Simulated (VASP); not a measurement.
# C (Fd-3m) in VASP: a series of runs

Runs on C. Level: LDA. Tasks: electric field gradients.

Everything below comes from runs of VASP 6.6.1. Logs are shortened: lines on timing, memory, paths and dates and some standing lists are left out, and cuts for length are marked.

### 1 The cell of the first run

Symmetry: Fd-3m, No. 227, cubic system. The conventional cell has a = 3.590 Å, b = 3.590 Å, c = 3.590 Å, α = 90.00°, β = 90.00°, γ = 90.00°. C (site symmetry -43m) has 4 C at 1.55 Å within 2.1 Å.

### 2 Electric field gradients, LDA (volume scaled by 1.02)

INCAR reads:

```
ALGO = Normal
EDIFF = 1E-8
ENCUT = 520
ISIF = 2
ISMEAR = -1
LASPH = T
LCHARG = F
LEFG = T
LREAL = F
LWAVE = F
NBANDS = 11
NELM = 100
PREC = Accurate
SIGMA = 0.03
```

KPOINTS reads:

```
k-points
0
Gamma
  16 16 16
```

POSCAR reads:

```
C
1.0
    0.0000000000      1.7952109402      1.7952109402
    1.7952109402      0.0000000000      1.7952109402
    1.7952109402      1.7952109402      0.0000000000
C
2
Direct
    0.5000000000      0.5000000000      0.5000000000
    0.7500000000      0.7500000000      0.7500000000
```

Potentials or basis: VASP PAW LDA potentials, release 64 (C).

The run is started by

```
$ cat potpaw_LDA.64/C/POTCAR > POTCAR
$ mpirun -np 1 vasp_std > vasp.out
```

OUTCAR:

```text
EDIFF = 1E-8
   ENCUT = 520
   ISIF = 2
   ISMEAR = -1
   LASPH = T
   LREAL = F
   NELM = 100
   PREC = Accurate

 ion  position               nearest neighbor table
   1  0.500  0.500  0.500-   2 1.55   2 1.55   2 1.55   2 1.55
   2  0.750  0.750  0.750-   1 1.55   1 1.55   1 1.55   1 1.55

  LATTYP: Found a face centered cubic cell.
 ALAT       =     3.5904218804

  Lattice vectors:

 A1 = (   0.0000000000,   1.7952109402,   1.7952109402)
 A2 = (   1.7952109402,   0.0000000000,   1.7952109402)
 A3 = (   1.7952109402,   1.7952109402,   0.0000000000)

Analysis of symmetry for initial positions (statically):
=====================================================================
 Subroutine PRICEL returns:
 Original cell was already a primitive cell.

 Routine SETGRP: Setting up the symmetry group for a
 face centered cubic supercell.

 Subroutine GETGRP returns: Found 48 space group operations
 (whereof 24 operations were pure point group operations)
 out of a pool of 48 trial point group operations.

The static configuration has the point symmetry T_d .
 The point group associated with its full space group is O_h .

Analysis of symmetry for dynamics (positions and initial velocities):
=====================================================================
 Subroutine PRICEL returns:
 Original cell was already a primitive cell.

 Routine SETGRP: Setting up the symmetry group for a
 face centered cubic supercell.

 Subroutine GETGRP returns: Found 48 space group operations
 (whereof 24 operations were pure point group operations)
 out of a pool of 48 trial point group operations.

The dynamic configuration has the point symmetry T_d .
 The point group associated with its full space group is O_h .

 Subroutine INISYM returns: Found 48 space group operations
 (whereof 24 operations are pure point group operations),
 and found     1 'primitive' translations

----------------------------------------------------------------------------------------

                                     Primitive cell

  volume of cell :      11.5711

  direct lattice vectors                    reciprocal lattice vectors
     0.000000000  1.795210940  1.795210940    -0.278518802  0.278518802  0.278518802
     1.795210940  0.000000000  1.795210940     0.278518802 -0.278518802  0.278518802
     1.795210940  1.795210940  0.000000000     0.278518802  0.278518802 -0.278518802

  length of vectors
     2.538811659  2.538811659  2.538811659     0.482408716  0.482408716  0.482408716

  position of ions in fractional coordinates (direct lattice)
     0.500000000  0.500000000  0.500000000
     0.750000000  0.750000000  0.750000000

  ion indices of the primitive-cell ions
   primitive index   ion index
                 1           1
                 2           2

----------------------------------------------------------------------------------------

 KPOINTS: k-points

Automatic generation of k-mesh.
 Grid dimensions read from file:
 generate k-points for:   16   16   16

 Generating k-lattice:

  Cartesian coordinates                     Fractional coordinates (reciprocal lattice)
    -0.017407425  0.017407425  0.017407425     0.062500000  0.000000000  0.000000000
     0.017407425 -0.017407425  0.017407425     0.000000000  0.062500000  0.000000000
     0.017407425  0.017407425 -0.017407425     0.000000000  0.000000000  0.062500000

  Length of vectors
     0.030150545  0.030150545  0.030150545

  Shift w.r.t. Gamma in fractional coordinates (k-lattice)
     0.000000000  0.000000000  0.000000000

 Subroutine IBZKPT returns following result:
 ===========================================

 Found    145 irreducible k-points:

 Following reciprocal coordinates:
            Coordinates               Weight
  0.000000  0.000000  0.000000      1.000000
  0.062500  0.000000  0.000000      8.000000
  0.125000  0.000000  0.000000      8.000000
  0.187500  0.000000  0.000000      8.000000
  0.250000  0.000000  0.000000      8.000000
  0.312500  0.000000  0.000000      8.000000
[... 16 lines left out ...]
 -0.125000  0.062500  0.000000     24.000000
 -0.062500  0.062500  0.000000     12.000000
 [... further k-points ...]
   k-points           NKPTS =    145   k-points in BZ     NKDIM =    145   number of bands    NBANDS=     11
   number of dos      NEDOS =    301   number of ions     NIONS =      2
   total plane-waves  NPLWV =   8000
   dimension x,y,z NGX =    20 NGY =   20 NGZ =   20
   dimension x,y,z NGXF=    40 NGYF=   40 NGZF=   40
   ions per type =               2
   NGX,Y,Z   is equivalent  to a cutoff of  13.10, 13.10, 13.10 a.u.
   NGXF,Y,Z  is equivalent  to a cutoff of  26.19, 26.19, 26.19 a.u.
 SYSTEM =  unknown system
   PREC   = accura    normal or accurate (medium, high low for compatibility)
   ISTART =      0    job   : 0-new  1-cont  2-samecut
   ICHARG =      2    charge: 1-file 2-atom 10-const
   ISPIN  =      1    spin polarized calculation?
   LNONCOLLINEAR =      F non collinear calculations
   LSORBIT =      F    spin-orbit coupling
   LASPH  =      T    aspherical Exc in radial PAW
   ENCUT  =  520.0 eV  38.22 Ry    6.18 a.u.   4.72  4.72  4.72*2*pi/ulx,y,z
   NELM   =    100;   NELMIN=  2; NELMDL= -5     # of ELM steps
   EDIFF  = 0.1E-07   stopping-criterion for ELM
   LREAL  =      F    real-space projection
   EDIFFG = 0.1E-06   stopping-criterion for IOM
   NSW    =      0    number of steps for IOM
   IBRION =     -1    ionic relax: 0-MD 1-quasi-New 2-CG
   NFREE  =      0    steps in history (QN), initial steepest desc. (CG)
   ISIF   =      2    stress and relaxation
   ISYM   =      2    0-nonsym 1-usesym 2-fastsym
   POTIM  = 0.5000    time-step for ionic-motion
   TEBEG  =    0.0;   TEEND  =   0.0 temperature during run
   PSTRESS=    0.0 pullay stress
   NELECT =       8.0000    total number of electrons
   NUPDOWN=      -1.0000    fix difference up-down
   EMIN   =  10.00;   EMAX   =-10.00  energy-range for DOS
   EFERMI =   0.00;   METHOD = LEGACY
   ISMEAR =    -1;   SIGMA  =   0.03  broadening in eV -4-tet -1-fermi 0-gaus
   EFERMI_NEDOS =   21; number of points for ismear=-14 and -15
   IALGO  =     38    algorithm
   IMIX   =      4    mixing-type and parameters
     AMIX     =   0.40;   BMIX     =  1.00
     AMIX_MAG =   1.60;   BMIX_MAG =  1.00
  volume/ion in A,a.u.               =       5.79        39.04
  Fermi-wavevector in a.u.,A,eV,Ry     =   1.447591  2.735551 28.511294  2.095521
  Thomas-Fermi vector in A             =   2.565529
   LORBIT       =      0    0 simple, 1 ext, 2 COOP (PROOUT), +10 PAW based schemes
   GGA     = CA    functional components
   LHFCALC =     F    Hartree Fock is set to
   AEXX    =    0.0000 exact exchange contribution
   IVDW    =     0    specifies the selected vdW correction
   LEPSILON=     F    determine dielectric tensor
   LRPA    =     F    only Hartree local field effects (RPA)
 non-spin polarized calculation
  energy-cutoff  :      520.00
  volume of cell :       11.57
 maximum number of plane-waves:       331
   NGX =  9   NGY =  9   NGZ =  9

 number of electron       8.0000000 magnetization

 Free energy of the ion-electron system (eV)
  ---------------------------------------------------
  ext. energy  EPLUGINS =         0.00000000
  ---------------------------------------------------
  free energy    TOTEN  =       -20.21334728 eV

  energy without entropy =      -20.21334728  energy(sigma->0) =      -20.21334728

 E-fermi :  10.0234     XC(G=0): -13.4038

 val. band max:        9.4352766418   @ k =   0.0000   0.0000   0.0000
 cond. band min:      13.4874866295   @ k =   0.3750   0.3750   0.0000
 fundamental gap:      4.0522099877
 Fermi energy:        10.0234439937

 k-point     1 :       0.0000    0.0000    0.0000
  band No.  band energies     occupation
      1     -11.6206      2.00000
      2       9.4353      2.00000
      3       9.4353      2.00000
      4       9.4353      2.00000
      5      14.9220      0.00000
      6      14.9220      0.00000
      7      14.9220      0.00000
      8      22.5416      0.00000
      9      28.1810      0.00000
     10      35.8446      0.00000
     11      35.8446      0.00000
[... 309 lines left out ...]
 k-point    24 :      -0.0625    0.0625    0.0000
  band No.  band energies     occupation
      1     -11.3363      2.00000
      2       8.0524      2.00000
      3       8.3882      2.00000
      4       9.2593      2.00000
      5      15.2076      0.00000
      6      15.7136      0.00000
      7      16.0040      0.00000
      8      22.7313      0.00000
      9      28.6345      0.00000
     10      32.3717      0.00000
     11      33.6030      0.00000

 [... further k-points ...]
[... 5 lines left out ...]
  --------------------------------------------------------------------------------------
  -------------------------------------------------------------------------------------
  Total       -1.4255764     -1.4255764     -1.4255764     -0.0000000     -0.0000000      0.0000000
  in kB     -197.3897658   -197.3897658   -197.3897658     -0.0000000     -0.0000000      0.0000000
  external PRESSURE =    -197.3897658 kB  Pullay stress =       0.0000000 kB

 VOLUME and BASIS-vectors are now :
 -----------------------------------------------------------------------------
  energy-cutoff  :      520.00
  volume of cell :       11.57
      direct lattice vectors                 reciprocal lattice vectors
     0.000000000  1.795210940  1.795210940    -0.278518802  0.278518802  0.278518802
     1.795210940  0.000000000  1.795210940     0.278518802 -0.278518802  0.278518802
     1.795210940  1.795210940  0.000000000     0.278518802  0.278518802 -0.278518802

 POSITION                                       TOTAL-FORCE (eV/Angst)
 -----------------------------------------------------------------------------------
      1.79521      1.79521      1.79521         0.000000     -0.000000      0.000000
      2.69282      2.69282      2.69282        -0.000000      0.000000     -0.000000
 -----------------------------------------------------------------------------------
    total drift:                                0.000000     -0.000000      0.000000

  FREE ENERGIE OF THE ION-ELECTRON SYSTEM (eV)
  ---------------------------------------------------
  free  energy   TOTEN  =       -20.2133472827 eV

  energy  without entropy=      -20.2133472827  energy(sigma->0) =      -20.21334728

 Electric field gradients (V/A^2)
---------------------------------------------------------------------
 ion       V_xx      V_yy      V_zz      V_xy      V_xz      V_yz
---------------------------------------------------------------------
   1      -0.000     0.000     0.000    -0.000    -0.000    -0.000
   2      -0.000     0.000     0.000    -0.000    -0.000    -0.000
---------------------------------------------------------------------

 Electric field gradients after diagonalization (V/A^2)
 (convention: |V_zz| > |V_xx| > |V_yy|)
----------------------------------------------------------------------
 ion       V_xx      V_yy      V_zz     asymmetry (V_yy - V_xx)/ V_zz
----------------------------------------------------------------------
   1       0.000     0.000    -0.000       0.000
   2       0.000     0.000    -0.000       0.000
----------------------------------------------------------------------

           NMR quadrupolar parameters

 Cq : quadrupolar parameter    Cq=e*Q*V_zz/h
 eta: asymmetry parameters     (V_yy - V_xx)/ V_zz
 Q  : nuclear electric quadrupole moment in mb (millibarn)
----------------------------------------------------------------------
 ion       Cq(MHz)       eta       Q (mb)
----------------------------------------------------------------------
   1      -0.000       0.000       1.000
   2      -0.000       0.000       1.000
----------------------------------------------------------------------
```

It took 14 s on 1 thread of Intel Xeon 6975P-C, shared host; peak memory 0.12 GiB.

What came out:

```yaml
Free_energy: -20.2133 eV
Pressure: -19.7 GPa
Band_gap_on_the_k_mesh: 4.05 eV, indirect (least direct gap 5.49 eV)
```

Caveat: without QUAD_EFG the Cq values of the log hold for a quadrupole moment of 1 mb, not for the nuclei. A k mesh can miss the band edges.

### 3 Electric field gradients, LDA (volume scaled by 1.04)

INCAR reads:

```
SYSTEM = C
PREC = Accurate
ENCUT = 520
EDIFF = 1E-8
ISMEAR = -1
SIGMA = 0.03
LREAL = .False.
LASPH = .True.
NELM = 60
ALGO = Normal
ISIF = 2
LWAVE = .False.
LCHARG = .False.
LEFG = .True.
NBANDS = 11
```

KPOINTS reads:

```
Automatic mesh
0
Gamma
  16 16 16
  0 0 0
```

POSCAR reads:

```
C
1.0
    0.0000000000      1.8068684808      1.8068684808
    1.8068684808      0.0000000000      1.8068684808
    1.8068684808      1.8068684808      0.0000000000
C
2
Direct
    0.5000000000      0.5000000000      0.5000000000
    0.7500000000      0.7500000000      0.7500000000
```

Potentials or basis: VASP PAW LDA potentials, release 64 (C).

The run is started by

```
$ cat potpaw_LDA.64/C/POTCAR > POTCAR
$ mpirun -np 1 vasp_std > vasp.out
```

OUTCAR:

```text
SYSTEM = C
   PREC = Accurate
   ENCUT = 520
   EDIFF = 1E-8
   ISMEAR = -1
   LREAL = .False.
   LASPH = .True.
   NELM = 60
   ISIF = 2

 ion  position               nearest neighbor table
   1  0.500  0.500  0.500-   2 1.56   2 1.56   2 1.56   2 1.56
   2  0.750  0.750  0.750-   1 1.56   1 1.56   1 1.56   1 1.56

  LATTYP: Found a face centered cubic cell.
 ALAT       =     3.6137369616

  Lattice vectors:

 A1 = (   0.0000000000,   1.8068684808,   1.8068684808)
 A2 = (   1.8068684808,   0.0000000000,   1.8068684808)
[... 549 lines left out ...]
  ---------------------------------------------------
  free  energy   TOTEN  =       -20.1805392007 eV

  energy  without entropy=      -20.1805392007  energy(sigma->0) =      -20.18053920

 Electric field gradients (V/A^2)
---------------------------------------------------------------------
 ion       V_xx      V_yy      V_zz      V_xy      V_xz      V_yz
---------------------------------------------------------------------
   1      -0.000    -0.000    -0.000     0.000     0.000     0.000
   2      -0.000    -0.000    -0.000     0.000     0.000     0.000
---------------------------------------------------------------------

 Electric field gradients after diagonalization (V/A^2)
 (convention: |V_zz| > |V_xx| > |V_yy|)
----------------------------------------------------------------------
 ion       V_xx      V_yy      V_zz     asymmetry (V_yy - V_xx)/ V_zz
----------------------------------------------------------------------
   1      -0.000    -0.000     0.000       0.000
   2      -0.000    -0.000     0.000       0.000
----------------------------------------------------------------------

           NMR quadrupolar parameters

 Cq : quadrupolar parameter    Cq=e*Q*V_zz/h
 eta: asymmetry parameters     (V_yy - V_xx)/ V_zz
 Q  : nuclear electric quadrupole moment in mb (millibarn)
----------------------------------------------------------------------
 ion       Cq(MHz)       eta       Q (mb)
----------------------------------------------------------------------
   1       0.000       0.000       1.000
   2       0.000       0.000       1.000
----------------------------------------------------------------------
```

Wall time 17 s (1 thread of Intel Xeon 6975P-C, shared host); peak memory 0.12 GiB.

Results:

```
Free energy            : -20.1805 eV
Pressure               : -27.1 GPa
Band gap on the k mesh : 4.01 eV, indirect (least direct gap 5.43 eV)
```

Levels at points of the mesh, in eV from the valence-band top:
```
           k point  band 1  band 2  band 3  band 4  band 5  band 6  band 7  band 8  band 9
(0.00, 0.00, 0.00)  -20.80    0.00    0.00    0.00    5.43    5.43    5.43   12.67   18.50
(0.50, 0.00, 0.00)  -15.18  -12.93   -2.69   -2.69    8.21    8.21    8.48   15.04   20.96
(0.50, 0.50, 0.00)  -12.34  -12.34   -6.06   -6.06    4.62    4.62   16.04   16.04   22.21
```

Caveat: without QUAD_EFG the Cq values of the log hold for a quadrupole moment of 1 mb, not for the nuclei. A k mesh can miss the band edges.

(Part 1 of 2 ends here.)
